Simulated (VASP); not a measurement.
# AgCl (P4/mmm) in VASP: a series of runs

The runs below take AgCl through single point, with r2SCAN, HSE06.

All numbers are computed with VASP 6.6.1; they aren't measurements. Logs are shortened: lines on timing, memory, paths and dates and some standing lists are left out, and cuts for length are marked.

## (1) The cell of the first run

It takes space group P4/mmm (No. 123, tetragonal). The conventional cell has a = 3.396 Å, b = 3.396 Å, c = 3.197 Å, α = 90.00°, β = 90.00°, γ = 90.00°. Ag (site symmetry 4/mmm) has 8 Cl at 2.88 Å and 6 Ag at 3.20 to 3.40 Å within 3.8 Å. Within 3.8 Å of Cl (site symmetry 4/mmm) lie 8 Ag at 2.88 Å and 6 Cl at 3.20 to 3.40 Å.

## (2) Single point, r2SCAN (uniaxial z strain -5.9%)

The input, POSCAR:

```
AgCl
1.0
    3.3955880419      0.0000000000      0.0000000000
    0.0000000000      3.3955880419      0.0000000000
    0.0000000000      0.0000000000      3.1966065826
Ag Cl
1 1
Direct
    0.0000000000      0.0000000000      0.0000000000
    0.5000000000      0.5000000000      0.5000000000
```

The input, INCAR.step1:

```
SYSTEM = AgCl
PREC = Accurate ; ENCUT = 520
ISMEAR = 0 ; SIGMA = 0.01
LREAL = .FALSE. ; LASPH = .TRUE.
NELM = 60 ; NBANDS = 16
GGA = PE ; ALGO = Normal
EDIFF = 1E-4 ; LWAVE = .TRUE.
LCHARG = .FALSE.
```

The input, INCAR.step2:

```
SYSTEM = AgCl
PREC = Accurate ; ENCUT = 520
EDIFF = 1E-6 ; ISMEAR = 0
SIGMA = 0.01 ; LREAL = .FALSE.
LASPH = .TRUE. ; NELM = 60
ALGO = Normal ; ISIF = 2
LWAVE = .FALSE. ; LCHARG = .TRUE.
METAGGA = R2SCAN ; LMIXTAU = .TRUE.
LELF = .TRUE. ; LVHAR = .TRUE.
NBANDS = 16 ; ISTART = 1
```

The input, KPOINTS:

```
Automatic mesh
0
G
  8 8 8
  0 0 0
```

Potentials or basis: VASP PAW PBE potentials, release 64 (Ag, Cl).

Launch:

```sh
> cat potpaw_PBE.64/Ag/POTCAR potpaw_PBE.64/Cl/POTCAR > POTCAR
> cp INCAR.step1 INCAR
> mpirun -np 1 vasp_std > vasp.out
> cp INCAR.step2 INCAR
> mpirun -np 1 vasp_std > vasp.out
```

OUTCAR:

```text
SYSTEM = AgCl
   PREC = Accurate
   ENCUT = 520
   EDIFF = 1E-6
   ISMEAR = 0
   LREAL = .FALSE.
   LASPH = .TRUE.
   NELM = 60
   ISIF = 2
   METAGGA = R2SCAN
   ISTART = 1

 ion  position               nearest neighbor table
   1  0.000  0.000  0.000-   2 2.88   2 2.88   2 2.88   2 2.88   2 2.88   2 2.88   2 2.88   2 2.88

   2  0.500  0.500  0.500-   1 2.88   1 2.88   1 2.88   1 2.88   1 2.88   1 2.88   1 2.88   1 2.88

  LATTYP: Found a simple tetragonal cell.
 ALAT       =     3.3955880419
 C/A-ratio  =     0.9414000000

  Lattice vectors:

 A1 = (   3.3955880419,   0.0000000000,   0.0000000000)
 A2 = (   0.0000000000,   3.3955880419,   0.0000000000)
 A3 = (   0.0000000000,   0.0000000000,   3.1966065826)

Analysis of symmetry for initial positions (statically):
=====================================================================
 Subroutine PRICEL returns:
 Original cell was already a primitive cell.

 Routine SETGRP: Setting up the symmetry group for a
 simple tetragonal supercell.

 Subroutine GETGRP returns: Found 16 space group operations
 (whereof 16 operations were pure point group operations)
 out of a pool of 16 trial point group operations.

The static configuration has the point symmetry D_4h.

Analysis of symmetry for dynamics (positions and initial velocities):
=====================================================================
 Subroutine PRICEL returns:
 Original cell was already a primitive cell.

 Routine SETGRP: Setting up the symmetry group for a
 simple tetragonal supercell.

 Subroutine GETGRP returns: Found 16 space group operations
 (whereof 16 operations were pure point group operations)
 out of a pool of 16 trial point group operations.

The dynamic configuration has the point symmetry D_4h.

 Subroutine INISYM returns: Found 16 space group operations
 (whereof 16 operations are pure point group operations),
 and found     1 'primitive' translations

----------------------------------------------------------------------------------------

                                     Primitive cell

  volume of cell :      36.8569

  direct lattice vectors                    reciprocal lattice vectors
     3.395588042  0.000000000  0.000000000     0.294499800  0.000000000  0.000000000
     0.000000000  3.395588042  0.000000000     0.000000000  0.294499800  0.000000000
     0.000000000  0.000000000  3.196606583     0.000000000  0.000000000  0.312831740

  length of vectors
     3.395588042  3.395588042  3.196606583     0.294499800  0.294499800  0.312831740

  position of ions in fractional coordinates (direct lattice)
     0.000000000  0.000000000  0.000000000
     0.500000000  0.500000000  0.500000000

  ion indices of the primitive-cell ions
   primitive index   ion index
                 1           1
                 2           2

----------------------------------------------------------------------------------------

 KPOINTS: Automatic mesh

Automatic generation of k-mesh.
 Grid dimensions read from file:
 generate k-points for:    8    8    8

 Generating k-lattice:

  Cartesian coordinates                     Fractional coordinates (reciprocal lattice)
     0.036812475  0.000000000  0.000000000     0.125000000  0.000000000  0.000000000
     0.000000000  0.036812475  0.000000000     0.000000000  0.125000000  0.000000000
     0.000000000  0.000000000  0.039103968     0.000000000  0.000000000  0.125000000

  Length of vectors
     0.036812475  0.036812475  0.039103968

  Shift w.r.t. Gamma in fractional coordinates (k-lattice)
     0.000000000  0.000000000  0.000000000

 Subroutine IBZKPT returns following result:
 ===========================================

 Found     75 irreducible k-points:

 Following reciprocal coordinates:
            Coordinates               Weight
  0.000000  0.000000  0.000000      1.000000
  0.125000  0.000000  0.000000      4.000000
  0.250000  0.000000  0.000000      4.000000
  0.375000  0.000000  0.000000      4.000000
  0.500000  0.000000  0.000000      2.000000
  0.125000  0.125000  0.000000      4.000000
[... 16 lines left out ...]
  0.375000  0.125000  0.125000     16.000000
  0.500000  0.125000  0.125000      8.000000
 [... further k-points ...]
   k-points           NKPTS =     75   k-points in BZ     NKDIM =     75   number of bands    NBANDS=     16
   number of dos      NEDOS =    301   number of ions     NIONS =      2
   total plane-waves  NPLWV =  18816
   dimension x,y,z NGX =    28 NGY =   28 NGZ =   24
   dimension x,y,z NGXF=    56 NGYF=   56 NGZF=   48
   ions per type =               1   1
   NGX,Y,Z   is equivalent  to a cutoff of  13.71, 13.71, 12.48 a.u.
   NGXF,Y,Z  is equivalent  to a cutoff of  27.42, 27.42, 24.96 a.u.
 SYSTEM =  AgCl
   PREC   = accura    normal or accurate (medium, high low for compatibility)
   ISTART =      1    job   : 0-new  1-cont  2-samecut
   ICHARG =      0    charge: 1-file 2-atom 10-const
   ISPIN  =      1    spin polarized calculation?
   LNONCOLLINEAR =      F non collinear calculations
   LSORBIT =      F    spin-orbit coupling
   LASPH  =      T    aspherical Exc in radial PAW
   ENCUT  =  520.0 eV  38.22 Ry    6.18 a.u.   6.31  6.31  5.94*2*pi/ulx,y,z
   NELM   =     60;   NELMIN=  2; NELMDL=  0     # of ELM steps
   EDIFF  = 0.1E-05   stopping-criterion for ELM
   LREAL  =      F    real-space projection
   EDIFFG = 0.1E-04   stopping-criterion for IOM
   NSW    =      0    number of steps for IOM
   IBRION =     -1    ionic relax: 0-MD 1-quasi-New 2-CG
   NFREE  =      0    steps in history (QN), initial steepest desc. (CG)
   ISIF   =      2    stress and relaxation
   ISYM   =      2    0-nonsym 1-usesym 2-fastsym
   POTIM  = 0.5000    time-step for ionic-motion
   TEBEG  =    0.0;   TEEND  =   0.0 temperature during run
   PSTRESS=    0.0 pullay stress
   NELECT =      18.0000    total number of electrons
   NUPDOWN=      -1.0000    fix difference up-down
   EMIN   =  10.00;   EMAX   =-10.00  energy-range for DOS
   EFERMI =   0.00;   METHOD = LEGACY
   ISMEAR =     0;   SIGMA  =   0.01  broadening in eV -4-tet -1-fermi 0-gaus
   EFERMI_NEDOS =   21; number of points for ismear=-14 and -15
   IALGO  =     38    algorithm
   IMIX   =      4    mixing-type and parameters
     AMIX     =   0.40;   BMIX     =  1.00
     AMIX_MAG =   1.60;   BMIX_MAG =  1.00
  volume/ion in A,a.u.               =      18.43       124.36
  Fermi-wavevector in a.u.,A,eV,Ry     =   1.289217  2.436266 22.613969  1.662080
  Thomas-Fermi vector in A             =   2.421123
   LORBIT       =      0    0 simple, 1 ext, 2 COOP (PROOUT), +10 PAW based schemes
   METAGGA = R2SCAN    functional components
   LHFCALC =     F    Hartree Fock is set to
   AEXX    =    0.0000 exact exchange contribution
   IVDW    =     0    specifies the selected vdW correction
   LEPSILON=     F    determine dielectric tensor
   LRPA    =     F    only Hartree local field effects (RPA)
 non-spin polarized calculation
 Gauss-broadening in eV      SIGMA  =   0.01
  energy-cutoff  :      520.00
  volume of cell :       36.86
 maximum number of plane-waves:      1020
 NGX is ok and might be reduce to    28
   NGX = 13   NGY = 13   NGZ = 11

 number of electron      17.9999998 magnetization

 Free energy of the ion-electron system (eV)
  ---------------------------------------------------
  ext. energy  EPLUGINS =         0.00000000
  ---------------------------------------------------
  free energy    TOTEN  =       -28.35440975 eV

  energy without entropy =      -28.35440975  energy(sigma->0) =      -28.35440975

 E-fermi :   5.0284     XC(G=0): -11.4137

 val. band max:        4.9249942252   @ k =   0.5000   0.0000   0.0000
 cond. band min:       6.0299221790   @ k =   0.0000   0.0000   0.0000
 fundamental gap:      1.1049279538
 Fermi energy:         5.0284307376

 k-point     1 :       0.0000    0.0000    0.0000
  band No.  band energies     occupation
      1     -10.9917      2.00000
      2       1.6086      2.00000
      3       1.7480      2.00000
      4       2.7260      2.00000
      5       2.7260      2.00000
      6       2.7641      2.00000
[... 8 lines left out ...]
     15      21.0037      0.00000
     16      21.7095      0.00000

 k-point     2 :       0.1250    0.0000    0.0000
  band No.  band energies     occupation
      1     -10.9207      2.00000
      2       1.3334      2.00000
      3       1.6744      2.00000
      4       2.1521      2.00000
      5       2.4972      2.00000
      6       2.5273      2.00000
[... 8 lines left out ...]
     15      19.6151      0.00000
     16      22.3694      0.00000

 k-point     3 :       0.2500    0.0000    0.0000
  band No.  band energies     occupation
      1     -10.7401      2.00000
      2       0.2585      2.00000
      3       1.6912      2.00000
      4       1.7191      2.00000
      5       2.1315      2.00000
      6       2.6725      2.00000
[... 8 lines left out ...]
     15      19.4319      0.00000
     16      22.1854      0.00000

 k-point     4 :       0.3750    0.0000    0.0000
  band No.  band energies     occupation
      1     -10.5442      2.00000
      2      -0.6646      2.00000
      3       1.3990      2.00000
      4       1.7738      2.00000
      5       1.8681      2.00000
      6       2.8965      2.00000
[... 8 lines left out ...]
     15      21.3013      0.00000
     16      22.0067      0.00000
[... 324 lines left out ...]
 k-point    22 :       0.2500    0.1250    0.1250
  band No.  band energies     occupation
      1     -10.5985      2.00000
      2       0.4307      2.00000
      3       1.3585      2.00000
      4       1.7490      2.00000
      5       2.1024      2.00000
      6       2.5824      2.00000
[... 8 lines left out ...]
     15      19.1613      0.00000
     16      22.2407      0.00000

 k-point    23 :       0.3750    0.1250    0.1250
  band No.  band energies     occupation
      1     -10.4210      2.00000
      2      -0.3769      2.00000
      3       1.2327      2.00000
      4       1.8520      2.00000
      5       1.9933      2.00000
      6       2.7127      2.00000
[... 8 lines left out ...]
     15      20.2491      0.00000
     16      22.2867      0.00000

 k-point    24 :       0.5000    0.1250    0.1250
  band No.  band energies     occupation
      1     -10.3433      2.00000
      2      -0.6875      2.00000
      3       1.1727      2.00000
      4       1.8829      2.00000
      5       1.9512      2.00000
      6       2.7513      2.00000
[... 8 lines left out ...]
     15      20.5750      0.00000
     16      23.2225      0.00000

 [... further k-points ...]

------------------------ aborting loop because EDIFF is reached ----------------------------------------

  FORCE on cell =-STRESS in cart. coord.  units (eV):
  Direction    XX          YY          ZZ          XY          YZ          ZX
  --------------------------------------------------------------------------------------
  -------------------------------------------------------------------------------------
  Total        0.5867144      0.5867144      1.5633805      0.0000000      0.0000000      0.0000000
  in kB       25.5045803     25.5045803     67.9604243      0.0000000      0.0000000      0.0000000
  external PRESSURE =      39.6565283 kB  Pullay stress =       0.0000000 kB

 VOLUME and BASIS-vectors are now :
 -----------------------------------------------------------------------------
  energy-cutoff  :      520.00
  volume of cell :       36.86
      direct lattice vectors                 reciprocal lattice vectors
     3.395588042  0.000000000  0.000000000     0.294499800  0.000000000  0.000000000
     0.000000000  3.395588042  0.000000000     0.000000000  0.294499800  0.000000000
     0.000000000  0.000000000  3.196606583     0.000000000  0.000000000  0.312831740

 POSITION                                       TOTAL-FORCE (eV/Angst)
 -----------------------------------------------------------------------------------
      0.00000      0.00000      0.00000         0.000000      0.000000      0.000000
      1.69779      1.69779      1.59830         0.000000      0.000000      0.000000
 -----------------------------------------------------------------------------------
    total drift:                               -0.000000      0.000000      0.000000

  FREE ENERGIE OF THE ION-ELECTRON SYSTEM (eV)
  ---------------------------------------------------
  free  energy   TOTEN  =       -28.3544097501 eV

  energy  without entropy=      -28.3544097501  energy(sigma->0) =      -28.35440975
```

Wall time 1.9 min (1 thread of Intel Xeon Platinum 8259CL at 2.50GHz (Skylake/Cascade Lake), shared host); peak memory 0.18 GiB.

What came out:

```
Free energy            : -28.3544 eV
Pressure               : 4.0 GPa
Band gap on the k mesh : 1.10 eV, indirect (least direct gap 2.62 eV)
```

Caveat: the cell differs from its parent crystal (uniaxial z strain -5.9%); the PAW data sets were made with another functional, which shifts forces and pressure a little. A k mesh can miss the band edges.

## (3) Single point, HSE06 (biaxial xy strain +1.9%)

The input, POSCAR:

```
AgCl
1.0
    3.4584064207      0.0000000000      0.0000000000
    0.0000000000      3.4584064207      0.0000000000
    0.0000000000      0.0000000000      3.3955880419
Ag Cl
1 1
Direct
    0.0000000000      0.0000000000      0.0000000000
    0.5000000000      0.5000000000      0.5000000000
```

The input, INCAR.step1:

```
SYSTEM = AgCl
ALGO = Normal ; EDIFF = 1E-5
ENCUT = 520 ; GGA = PE
ISIF = 2 ; ISMEAR = 0
LASPH = .TRUE. ; LREAL = .FALSE.
LWAVE = .TRUE. ; NBANDS = 16
NELM = 100 ; PREC = Accurate
SIGMA = 0.01
```

The input, INCAR.step2:

```
SYSTEM = AgCl
ALGO = Normal ; EDIFF = 1E-6
ENCUT = 520 ; GGA = PE
HFSCREEN = 0.2079 ; ISIF = 2
ISMEAR = 0 ; ISTART = 1
LASPH = .TRUE. ; LCHARG = .TRUE.
LELF = .TRUE. ; LHFCALC = .TRUE.
LREAL = .FALSE. ; LVHAR = .TRUE.
LWAVE = .FALSE. ; NBANDS = 16
NELM = 100 ; PREC = Accurate
PRECFOCK = Normal ; SIGMA = 0.01
```

The input, KPOINTS:

```
k-points
0
G
  6 6 6
  0 0 0
```

Potentials or basis: VASP PAW PBE potentials, release 64 (Ag, Cl).

Launch:

```sh
> cat potpaw_PBE.64/Ag/POTCAR potpaw_PBE.64/Cl/POTCAR > POTCAR
> cp INCAR.step1 INCAR
> mpirun -np 1 vasp_std > vasp.out
> cp INCAR.step2 INCAR
> mpirun -np 1 vasp_std > vasp.out
```

Wall time 27 min (1 thread of Intel Xeon 6975P-C (Granite Rapids), shared host); peak memory 0.29 GiB.

Results (log left out):

| Property | Result |
| --- | --- |
| Free energy | -6.3479 eV |
| Pressure | -0.7 GPa |
| Band gap on the k mesh | 1.95 eV, indirect (least direct gap 3.30 eV) |

Stress tensor (GPa, compression positive):
```
-1.05  0.00  0.00
 0.00 -1.05  0.00
 0.00  0.00  0.03
```

Levels at points of the mesh, in eV from the valence-band top:
| k point | band 5 | band 6 | band 7 | band 8 | band 9 | band 10 | band 11 | band 12 | band 13 | band 14 |
| --- | --- | --- | --- | --- | --- | --- | --- | --- | --- | --- |
| (0.00, 0.00, 0.00) | -2.33 | -2.33 | -1.53 | -1.53 | -1.36 | 1.95 | 10.76 | 10.90 | 15.44 | 15.44 |
| (0.50, 0.00, 0.00) | -3.13 | -2.28 | -1.86 | -0.04 | 0.00 | 6.31 | 7.20 | 10.86 | 11.46 | 11.88 |
| (0.50, 0.50, 0.00) | -2.60 | -2.60 | -2.60 | -2.00 | -0.73 | 4.11 | 10.66 | 10.66 | 12.13 | 15.54 |
| (0.00, 0.00, 0.50) | -3.08 | -2.30 | -1.78 | -0.05 | -0.05 | 6.21 | 7.28 | 10.83 | 11.54 | 11.54 |
| (0.50, 0.00, 0.50) | -2.65 | -2.65 | -2.62 | -1.97 | -0.85 | 4.28 | 10.46 | 10.66 | 12.06 | 15.25 |
| (0.50, 0.50, 0.50) | -1.97 | -1.94 | -0.39 | -0.34 | -0.34 | 6.10 | 6.15 | 6.15 | 8.71 | 19.12 |

Caveat: the cell differs from its parent crystal (biaxial xy strain +1.9%); the PAW data sets were made with another functional, which shifts forces and pressure a little. A k mesh can miss the band edges.

(Part 1 of 2 ends here.)
